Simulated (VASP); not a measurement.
# Na2Al2O (P6/mmm) in VASP: a series of runs

Na2Al2O is run at these levels: PBE; tasks: single point, relaxation of cell and atoms.

Program: VASP 6.6.1. These are calculated values, not measurements. Logs are shortened: lines on timing, memory, paths and dates and some standing lists are left out, and cuts for length are marked.

### 1 The cell of the first run

It takes space group P6/mmm (No. 191, hexagonal). The conventional cell has a = 4.348 Å, b = 4.348 Å, c = 6.951 Å, α = 90.00°, β = 90.00°, γ = 120.00°. Within 3.3 Å of Na (site symmetry -6m2) lie 3 Na at 2.51 Å and 3 O at 2.51 Å. Within 3.3 Å of Al (site symmetry -6m2) lie 3 Al at 2.51 Å. Within 3.3 Å of O (site symmetry 6/mmm) lie 6 Na at 2.51 Å.

### 2 Single point, PBE

INCAR reads:

```
  PREC = Accurate
  ENCUT = 520
  EDIFF = 1E-6
  ISMEAR = 0
  SIGMA = 0.1
  LREAL = F
  LASPH = T
  NELM = 100
  ALGO = Normal
  ISIF = 2
  LWAVE = F
  LCHARG = F
  GGA = PE
  NBANDS = 21
```

KPOINTS reads:

```
regular mesh
0
Gamma
  12 12 6
```

POSCAR reads:

```
Na2Al2O
1.0
    4.3482497576      0.0000000000      0.0000000000
   -2.1741248788      3.7656947521      0.0000000000
    0.0000000000      0.0000000000      6.9509125683
Na Al O
2 2 1
Direct
    0.3333333333      0.6666666667      0.0000000000
    0.6666666667      0.3333333333      0.0000000000
    0.3333333333      0.6666666667      0.5000000000
    0.6666666667      0.3333333333      0.5000000000
    0.0000000000      0.0000000000      0.0000000000
```

Potentials or basis: VASP PAW PBE potentials, release 64 (Na_pv, Al, O).

Run with:

```sh
$ cat potpaw_PBE.64/Na_pv/POTCAR potpaw_PBE.64/Al/POTCAR potpaw_PBE.64/O/POTCAR > POTCAR
$ mpirun -np 1 vasp_std > vasp.out
```

OUTCAR:

```text
PREC = Accurate
   ENCUT = 520
   EDIFF = 1E-6
   ISMEAR = 0
   LREAL = F
   LASPH = T
   NELM = 100
   ISIF = 2
   GGA = PE

 ion  position               nearest neighbor table
   1  0.333  0.667  0.000-   2 2.51   2 2.51   2 2.51
   2  0.667  0.333  0.000-   1 2.51   1 2.51   1 2.51
   3  0.333  0.667  0.500-   4 2.51   4 2.51   4 2.51
   4  0.667  0.333  0.500-   3 2.51   3 2.51   3 2.51
   5  0.000  0.000  0.000-

  LATTYP: Found a hexagonal cell.
 ALAT       =     4.3482497576
 C/A-ratio  =     1.5985541208

  Lattice vectors:

 A1 = (   4.3482497576,   0.0000000000,   0.0000000000)
 A2 = (  -2.1741248788,   3.7656947521,   0.0000000000)
 A3 = (   0.0000000000,   0.0000000000,   6.9509125683)

Analysis of symmetry for initial positions (statically):
=====================================================================
 Subroutine PRICEL returns:
 Original cell was already a primitive cell.

 Routine SETGRP: Setting up the symmetry group for a
 hexagonal supercell.

 Subroutine GETGRP returns: Found 24 space group operations
 (whereof 24 operations were pure point group operations)
 out of a pool of 24 trial point group operations.

The static configuration has the point symmetry D_6h.

Analysis of symmetry for dynamics (positions and initial velocities):
=====================================================================
 Subroutine PRICEL returns:
 Original cell was already a primitive cell.

 Routine SETGRP: Setting up the symmetry group for a
 hexagonal supercell.

 Subroutine GETGRP returns: Found 24 space group operations
 (whereof 24 operations were pure point group operations)
 out of a pool of 24 trial point group operations.

The dynamic configuration has the point symmetry D_6h.

 Subroutine INISYM returns: Found 24 space group operations
 (whereof 24 operations are pure point group operations),
 and found     1 'primitive' translations

----------------------------------------------------------------------------------------

                                     Primitive cell

  volume of cell :     113.8155

  direct lattice vectors                    reciprocal lattice vectors
     4.348249758  0.000000000  0.000000000     0.229977590  0.132777623  0.000000000
    -2.174124879  3.765694752  0.000000000     0.000000000  0.265555247  0.000000000
     0.000000000  0.000000000  6.950912568     0.000000000  0.000000000  0.143866002

  length of vectors
     4.348249758  4.348249758  6.950912568     0.265555247  0.265555247  0.143866002

  position of ions in fractional coordinates (direct lattice)
     0.333333333  0.666666667  0.000000000
     0.666666667  0.333333333  0.000000000
     0.333333333  0.666666667  0.500000000
     0.666666667  0.333333333  0.500000000
     0.000000000  0.000000000  0.000000000

  ion indices of the primitive-cell ions
   primitive index   ion index
                 1           1
                 2           2
                 3           3
                 4           4
                 5           5

----------------------------------------------------------------------------------------

 KPOINTS: regular mesh

Automatic generation of k-mesh.
 Grid dimensions read from file:
 generate k-points for:   12   12    6

 Generating k-lattice:

  Cartesian coordinates                     Fractional coordinates (reciprocal lattice)
     0.019164799  0.011064802  0.000000000     0.083333333 -0.000000000  0.000000000
     0.000000000  0.022129604  0.000000000     0.000000000  0.083333333  0.000000000
     0.000000000  0.000000000  0.023977667     0.000000000  0.000000000  0.166666667

  Length of vectors
     0.022129604  0.022129604  0.023977667

  Shift w.r.t. Gamma in fractional coordinates (k-lattice)
     0.000000000  0.000000000  0.000000000

 Subroutine IBZKPT returns following result:
 ===========================================

 Found     76 irreducible k-points:

 Following reciprocal coordinates:
            Coordinates               Weight
  0.000000  0.000000  0.000000      1.000000
  0.083333 -0.000000  0.000000      6.000000
  0.166667 -0.000000  0.000000      6.000000
  0.250000  0.000000  0.000000      6.000000
  0.333333  0.000000  0.000000      6.000000
  0.416667 -0.000000  0.000000      6.000000
[... 16 lines left out ...]
  0.250000  0.000000  0.166667     12.000000
  0.333333  0.000000  0.166667     12.000000
 [... further k-points ...]
   k-points           NKPTS =     76   k-points in BZ     NKDIM =     76   number of bands    NBANDS=     21
   number of dos      NEDOS =    301   number of ions     NIONS =      5
   total plane-waves  NPLWV =  55296
   dimension x,y,z NGX =    32 NGY =   32 NGZ =   54
   dimension x,y,z NGXF=    64 NGYF=   64 NGZF=  108
   ions per type =               2   2   1
   NGX,Y,Z   is equivalent  to a cutoff of  12.23, 12.23, 12.92 a.u.
   NGXF,Y,Z  is equivalent  to a cutoff of  24.47, 24.47, 25.83 a.u.
 SYSTEM =  unknown system
   PREC   = accura    normal or accurate (medium, high low for compatibility)
   ISTART =      0    job   : 0-new  1-cont  2-samecut
   ICHARG =      2    charge: 1-file 2-atom 10-const
   ISPIN  =      1    spin polarized calculation?
   LNONCOLLINEAR =      F non collinear calculations
   LSORBIT =      F    spin-orbit coupling
   LASPH  =      T    aspherical Exc in radial PAW
   ENCUT  =  520.0 eV  38.22 Ry    6.18 a.u.   8.08  8.08 12.92*2*pi/ulx,y,z
   NELM   =    100;   NELMIN=  2; NELMDL= -5     # of ELM steps
   EDIFF  = 0.1E-05   stopping-criterion for ELM
   LREAL  =      F    real-space projection
   EDIFFG = 0.1E-04   stopping-criterion for IOM
   NSW    =      0    number of steps for IOM
   IBRION =     -1    ionic relax: 0-MD 1-quasi-New 2-CG
   NFREE  =      0    steps in history (QN), initial steepest desc. (CG)
   ISIF   =      2    stress and relaxation
   ISYM   =      2    0-nonsym 1-usesym 2-fastsym
   POTIM  = 0.5000    time-step for ionic-motion
   TEBEG  =    0.0;   TEEND  =   0.0 temperature during run
   PSTRESS=    0.0 pullay stress
   NELECT =      26.0000    total number of electrons
   NUPDOWN=      -1.0000    fix difference up-down
   EMIN   =  10.00;   EMAX   =-10.00  energy-range for DOS
   EFERMI =   0.00;   METHOD = LEGACY
   ISMEAR =     0;   SIGMA  =   0.10  broadening in eV -4-tet -1-fermi 0-gaus
   EFERMI_NEDOS =   21; number of points for ismear=-14 and -15
   IALGO  =     38    algorithm
   IMIX   =      4    mixing-type and parameters
     AMIX     =   0.40;   BMIX     =  1.00
     AMIX_MAG =   1.60;   BMIX_MAG =  1.00
  volume/ion in A,a.u.               =      22.76       153.61
  Fermi-wavevector in a.u.,A,eV,Ry     =   1.000765  1.891172 13.626653  1.001531
  Thomas-Fermi vector in A             =   2.133143
   LORBIT       =      0    0 simple, 1 ext, 2 COOP (PROOUT), +10 PAW based schemes
   GGA     = PE    functional components
   LHFCALC =     F    Hartree Fock is set to
   AEXX    =    0.0000 exact exchange contribution
   IVDW    =     0    specifies the selected vdW correction
   LEPSILON=     F    determine dielectric tensor
   LRPA    =     F    only Hartree local field effects (RPA)
 non-spin polarized calculation
 Gauss-broadening in eV      SIGMA  =   0.10
  energy-cutoff  :      520.00
  volume of cell :      113.82
 maximum number of plane-waves:      3086
   NGX = 17   NGY = 17   NGZ = 25

 number of electron      26.0000022 magnetization

 Free energy of the ion-electron system (eV)
  ---------------------------------------------------
  ext. energy  EPLUGINS =         0.00000000
  ---------------------------------------------------
  free energy    TOTEN  =       -15.08890638 eV

  energy without entropy =      -15.07587813  energy(sigma->0) =      -15.08239225

 E-fermi :   1.5750     XC(G=0):  -7.9245

 val. band max:        1.5697059586   @ k =   0.3333   0.0833   0.5000
 cond. band min:       1.5844117653   @ k =   0.3333   0.0000   0.5000
 fundamental gap:      0.0147058067
 Fermi energy:         1.5750175394

 k-point     1 :       0.0000    0.0000    0.0000
  band No.  band energies     occupation
      1     -22.7129      2.00000
      2     -22.7129      2.00000
      3     -22.6119      2.00000
      4     -22.4924      2.00000
      5     -22.3461      2.00000
      6     -22.3461      2.00000
[... 13 lines left out ...]
     20       9.3019      0.00000
     21       9.3023      0.00000

 k-point     2 :       0.0833   -0.0000    0.0000
  band No.  band energies     occupation
      1     -22.7161      2.00000
      2     -22.7091      2.00000
      3     -22.6100      2.00000
      4     -22.4942      2.00000
      5     -22.3515      2.00000
      6     -22.3430      2.00000
[... 13 lines left out ...]
     20       9.0895      0.00000
     21       9.7445      0.00000

 k-point     3 :       0.1667   -0.0000    0.0000
  band No.  band energies     occupation
      1     -22.7246      2.00000
      2     -22.6985      2.00000
      3     -22.6047      2.00000
      4     -22.4993      2.00000
      5     -22.3664      2.00000
      6     -22.3348      2.00000
[... 13 lines left out ...]
     20       8.6692      0.00000
     21       9.4197      0.00000

 k-point     4 :       0.2500    0.0000    0.0000
  band No.  band energies     occupation
      1     -22.7356      2.00000
      2     -22.6834      2.00000
      3     -22.5964      2.00000
      4     -22.5074      2.00000
      5     -22.3873      2.00000
      6     -22.3241      2.00000
[... 13 lines left out ...]
     20       8.2639      0.00000
     21       8.9949      0.00000

 k-point     5 :       0.3333    0.0000    0.0000
  band No.  band energies     occupation
      1     -22.7460      2.00000
      2     -22.6672      2.00000
      3     -22.5862      2.00000
      4     -22.5173      2.00000
      5     -22.4091      2.00000
      6     -22.3139      2.00000
[... 13 lines left out ...]
     20       8.7914      0.00000
     21       9.5399      0.00000
[... 382 lines left out ...]
     20       8.4876      0.00000
     21       8.9273      0.00000

 k-point    22 :       0.1667   -0.0000    0.1667
  band No.  band energies     occupation
      1     -22.7246      2.00000
      2     -22.6985      2.00000
      3     -22.6047      2.00000
      4     -22.4993      2.00000
      5     -22.3664      2.00000
      6     -22.3348      2.00000
[... 13 lines left out ...]
     20       8.5994      0.00000
     21       8.6560      0.00000

 k-point    23 :       0.2500    0.0000    0.1667
  band No.  band energies     occupation
      1     -22.7356      2.00000
      2     -22.6834      2.00000
      3     -22.5964      2.00000
      4     -22.5074      2.00000
      5     -22.3873      2.00000
      6     -22.3241      2.00000
[... 13 lines left out ...]
     20       8.2533      0.00000
     21       8.8745      0.00000

 k-point    24 :       0.3333    0.0000    0.1667
  band No.  band energies     occupation
      1     -22.7460      2.00000
      2     -22.6672      2.00000
      3     -22.5862      2.00000
      4     -22.5173      2.00000
      5     -22.4091      2.00000
      6     -22.3139      2.00000
[... 13 lines left out ...]
     20       8.7887      0.00000
     21       9.2786      0.00000

 [... further k-points ...]
[... 5 lines left out ...]
  --------------------------------------------------------------------------------------
  -------------------------------------------------------------------------------------
  Total        0.0044841      0.0044841     -0.0194779      0.0000000      0.0000000      0.0000000
  in kB        0.0631221      0.0631221     -0.2741892      0.0000000      0.0000000      0.0000000
  external PRESSURE =      -0.0493150 kB  Pullay stress =       0.0000000 kB

 VOLUME and BASIS-vectors are now :
 -----------------------------------------------------------------------------
  energy-cutoff  :      520.00
  volume of cell :      113.82
      direct lattice vectors                 reciprocal lattice vectors
     4.348249758  0.000000000  0.000000000     0.229977590  0.132777623  0.000000000
    -2.174124879  3.765694752  0.000000000     0.000000000  0.265555247  0.000000000
     0.000000000  0.000000000  6.950912568     0.000000000  0.000000000  0.143866002

 POSITION                                       TOTAL-FORCE (eV/Angst)
 -----------------------------------------------------------------------------------
     -0.00000      2.51046      0.00000         0.000000      0.000000     -0.000000
      2.17412      1.25523      0.00000        -0.000000      0.000000      0.000000
     -0.00000      2.51046      3.47546         0.000000      0.000000     -0.000000
      2.17412      1.25523      3.47546        -0.000000      0.000000     -0.000000
      0.00000      0.00000      0.00000         0.000000      0.000000     -0.000000
 -----------------------------------------------------------------------------------
    total drift:                               -0.000000      0.000000     -0.000000

  FREE ENERGIE OF THE ION-ELECTRON SYSTEM (eV)
  ---------------------------------------------------
  free  energy   TOTEN  =       -15.0889063802 eV

  energy  without entropy=      -15.0758781297  energy(sigma->0) =      -15.08239225
```

Run time: 2.2 min. Hardware: 1 thread of Intel Xeon Platinum 8259CL at 2.50GHz (Skylake/Cascade Lake), shared host; peak memory 0.32 GiB.

Results:

```yaml
Free_energy: -15.0889 eV
Pressure: 0.0 GPa
Band_gap_on_the_k_mesh: zero (band 13 reaches 2.55 eV, above the bottom of band 14 at 1.32 eV)
```

### 3 Relaxation of cell and atoms, PBE

This run uses another cell than the first one, of 22.40 Å³/atom, 0.984 times its volume.

INCAR reads:

```
SYSTEM = Na2Al2O
ALGO = Normal ; EDIFF = 1E-6
EDIFFG = -0.01 ; ENCUT = 600
GGA = PE ; IBRION = 2
ISIF = 3 ; ISMEAR = 0
LASPH = .TRUE. ; LCHARG = .FALSE.
LREAL = .FALSE. ; LWAVE = .FALSE.
NELM = 100 ; NSW = 100
PREC = Accurate ; SIGMA = 0.1
```

KPOINTS reads:

```
k-points
0
G
  12 12 6
  0 0 0
```

POSCAR, as its differences from that of step 2:

```diff
@@ -2,5 +2,5 @@
 1.0
-    4.3482497576      0.0000000000      0.0000000000
-   -2.1741248788      3.7656947521      0.0000000000
-    0.0000000000      0.0000000000      6.9509125683
+    4.3543668893      0.0000000000      0.0000000000
+   -2.1771834446      3.7709923435      0.0000000000
+    0.0000000000      0.0000000000      6.8215189678
 Na Al O
```

Potentials or basis: VASP PAW PBE potentials, release 64 (Na_pv, Al, O).

Run with:

```sh
$ cat potpaw_PBE.64/Na_pv/POTCAR potpaw_PBE.64/Al/POTCAR potpaw_PBE.64/O/POTCAR > POTCAR
$ mpirun -np 1 vasp_std > vasp.out
```

Wall time 6.1 min (1 thread of Intel Xeon Platinum 8259CL at 2.50GHz (Skylake/Cascade Lake), shared host); peak memory 0.37 GiB.

Results (log left out):

| Item | Value |
| --- | --- |
| Free energy | -15.0896 eV |
| Relaxed volume | 22.67 Å³/atom |
| Relaxed cell | a = 4.346 Å, b = 4.346 Å, c = 6.928 Å, α = 90.00°, β = 90.00°, γ = 120.00° |
| Space group after relaxing (to 0.05 Å) | P6/mmm (No. 191) |
| Energy gained by relaxing | 0.4 meV/atom |
| Ionic steps | 5 |
| Pressure after relaxing | 0.0 GPa |
| Band gap on the k mesh | zero (band 13 reaches 2.57 eV, above the bottom of band 14 at 1.34 eV) |

Step by step:
```tsv
step	energy change (eV)	largest force (eV/Å)	pressure (GPa)	volume (Å³)
1	0.0000	0.0000	0.02	112.01
2	-0.0006	0.0000	0.08	112.05
3	-0.0011	0.0000	0.23	112.14
4	-0.0015	0.0000	0.17	112.48
5	-0.0019	0.0000	0.04	113.34
```

Final structure:
```
Na Al O
1.0
     4.34626    0.00000    0.00000
    -2.17313    3.76397    0.00000
     0.00000    0.00000    6.92802
Na Al O
2 2 1
Direct
  0.33333 0.66667 0.00000
  0.66667 0.33333 0.00000
  0.33333 0.66667 0.50000
  0.66667 0.33333 0.50000
  0.00000 0.00000 0.00000
```

Levels at points of the mesh, in eV from the Fermi level:
```
           k point  band 9  band 10  band 11  band 12  band 13  band 14  band 15  band 16  band 17
(0.00, 0.00, 0.00)   -2.20    -1.28    -1.28     0.07     0.97     0.97     1.50     3.24     4.20
(0.50, 0.00, 0.00)   -3.94    -1.95    -1.38    -1.07    -0.13     0.19     1.97     2.41     4.49
(0.00, 0.00, 0.50)   -1.83    -1.28    -1.28    -1.03     0.97     0.97     3.29     4.05     4.16
(0.50, 0.00, 0.50)   -3.97    -2.25    -1.34    -0.84    -0.20     0.58     1.26     2.52     4.95
```

### 4 Single point, PBE, collinear spin, ferromagnetic start

This run uses another cell than the first one, of 22.40 Å³/atom, 0.984 times its volume.

INCAR reads:

```
PREC = Accurate ; ENCUT = 520
EDIFF = 1E-7 ; ISMEAR = 0
SIGMA = 0.1 ; LREAL = False
LASPH = True ; NELM = 150
ALGO = Normal ; ISIF = 2
LWAVE = False ; LCHARG = False
ISPIN = 2 ; MAGMOM = 0 0 0 0 1
LORBIT = 11 ; GGA = PE
NBANDS = 25
```

KPOINTS reads:

```
Automatic mesh
0
Gamma
  6 6 4
```

POSCAR is that of step 3.

Run with:

```sh
$ cat potpaw_PBE.64/Na_pv/POTCAR potpaw_PBE.64/Al/POTCAR potpaw_PBE.64/O/POTCAR > POTCAR
$ mpirun -np 1 vasp_std > vasp.out
```

Run time: 1.9 min. Hardware: 1 thread of Intel Xeon Platinum 8259CL at 2.50GHz (Skylake/Cascade Lake), shared host; peak memory 0.31 GiB.

The run converged. Its results:

- Free energy: -15.1027 eV
- Pressure: 0.1 GPa
- Band gap on the k mesh: zero (filled and empty bands overlap)
- Net moment: 0.00 μB per cell
- Valence electrons inside the program's atomic spheres: Na 6.06; Al 0.83; O 4.84

Stress tensor (GPa, compression positive):
```
-0.06  0.00  0.00
 0.00 -0.06  0.00
 0.00  0.00  0.32
```

Levels at points of the mesh, in eV from the Fermi level:
Spin up:
```tsv
k point	band 9	band 10	band 11	band 12	band 13	band 14	band 15	band 16	band 17	band 18
(0.00, 0.00, 0.00)	-2.22	-1.30	-1.30	0.10	0.95	0.95	1.55	3.17	4.20	4.20
(0.50, 0.00, 0.00)	-3.94	-1.94	-1.40	-1.09	-0.12	0.18	1.97	2.39	4.53	4.56
(0.00, 0.00, 0.50)	-1.85	-1.29	-1.29	-1.02	0.96	0.96	3.24	4.15	4.15	4.20
(0.50, 0.00, 0.50)	-3.97	-2.27	-1.36	-0.85	-0.21	0.59	1.23	2.52	5.04	6.24
```
Spin down:
| k point | band 10 | band 11 | band 12 | band 13 | band 14 | band 15 | band 16 | band 17 |
| --- | --- | --- | --- | --- | --- | --- | --- | --- |
| (0.00, 0.00, 0.00) | -1.30 | -1.30 | 0.10 | 0.95 | 0.95 | 1.55 | 3.17 | 4.20 |
| (0.50, 0.00, 0.00) | -1.94 | -1.40 | -1.09 | -0.12 | 0.18 | 1.97 | 2.39 | 4.53 |
| (0.00, 0.00, 0.50) | -1.29 | -1.29 | -1.02 | 0.96 | 0.96 | 3.24 | 4.15 | 4.15 |
| (0.50, 0.00, 0.50) | -2.27 | -1.36 | -0.85 | -0.21 | 0.59 | 1.23 | 2.52 | 5.04 |

### 5 Summary

| task | spin | cell | k mesh | cutoff (eV) | gap on the mesh (eV) | pressure (GPa) |
| --- | --- | --- | --- | --- | --- | --- |
| single point | off | a = 4.348, b = 4.348, c = 6.951 Å, angles 90.0, 90.0, 120.0°, 5 atoms | 12 × 12 × 6 | 520 | none | 0.0 |
| relaxation of cell and atoms | off | relaxed from a = 4.354, b = 4.354, c = 6.822 Å, angles 90.0, 90.0, 120.0°, 5 atoms | 12 × 12 × 6 | 600 | none | 0.0 |
| single point | collinear, ferromagnetic start | a = 4.354, b = 4.354, c = 6.822 Å, angles 90.0, 90.0, 120.0°, 5 atoms | 6 × 6 × 4 | 520 | none | 0.1 |

Alike in all rows: level PBE; potentials or basis VASP PAW PBE potentials, release 64 (Na_pv, Al, O); smearing gaussian 0.1 eV.

Total energies depend on the potentials used, so only differences within one code and one set of settings carry meaning.
